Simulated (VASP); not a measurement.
Set up this calculation in VASP 6.6.1, as the native input.

- Task: single point
- Functional: r2SCAN
- Potentials or basis: VASP PAW PBE potentials, release 64 (Pt, K_sv)
- Cutoff: 520 eV
- k mesh: 17 × 17 × 8
- Occupations: methfessel-paxton, width 0.1 eV
- Spin: no spin polarisation
- Dipole correction: no
- Further INCAR settings: ALGO = Normal; EDIFF = 1e-07; NBANDS = 16

The system is KPt.

```xyz
2
Lattice="3.0008 0.0000 0.0000 -1.5004 2.5988 0.0000 0.0000 0.0000 5.3456" Properties=species:S:1:pos:R:3 pbc="T T T"
Pt    1.5004    0.8663    0.0000
K     0.0000    0.0000    2.6728
```

The input as run:

POSCAR

```
KPt
1.0
    3.0008472788      0.0000000000      0.0000000000
   -1.5004236394      2.5988099763      0.0000000000
    0.0000000000      0.0000000000      5.3455780000
Pt K
1 1
Direct
    0.6666666667      0.3333333333      0.0000000000
    0.0000000000      0.0000000000      0.5000000000
```

INCAR.step1

```
SYSTEM = KPt
ALGO = Normal ; EDIFF = 1E-4
ENCUT = 520 ; GGA = PE
ISMEAR = 1 ; LASPH = .True.
LCHARG = .False. ; LREAL = .False.
LWAVE = .True. ; NBANDS = 16
NELM = 80 ; PREC = Accurate
SIGMA = 0.1
```

INCAR.step2

```
SYSTEM = KPt
ALGO = Normal ; EDIFF = 1E-7
ENCUT = 520 ; ISIF = 2
ISMEAR = 1 ; ISTART = 1
LASPH = .True. ; LCHARG = .False.
LMIXTAU = .True. ; LREAL = .False.
LWAVE = .False. ; METAGGA = R2SCAN
NBANDS = 16 ; NELM = 80
PREC = Accurate ; SIGMA = 0.1
```

KPOINTS

```
k-points
0
Gamma
  17 17 8
  0 0 0
```

Potentials or basis: VASP PAW PBE potentials, release 64 (Pt, K_sv).

Launch:

```sh
$ cat potpaw_PBE.64/Pt/POTCAR potpaw_PBE.64/K_sv/POTCAR > POTCAR
$ cp INCAR.step1 INCAR
$ mpirun -np 1 vasp_std > vasp.out
$ cp INCAR.step2 INCAR
$ mpirun -np 1 vasp_std > vasp.out
```

Results of the run:

```yaml
Pressure: -2.1 GPa
```

Caveat: the PAW data sets were made with another functional, which shifts forces and pressure a little.

Wall time 4.4 min on 1 thread of Intel(R) Xeon(R) Platinum 8375C CPU @ 2.90GHz (Ice Lake), with other jobs on the host, peak memory 0.26 GiB.
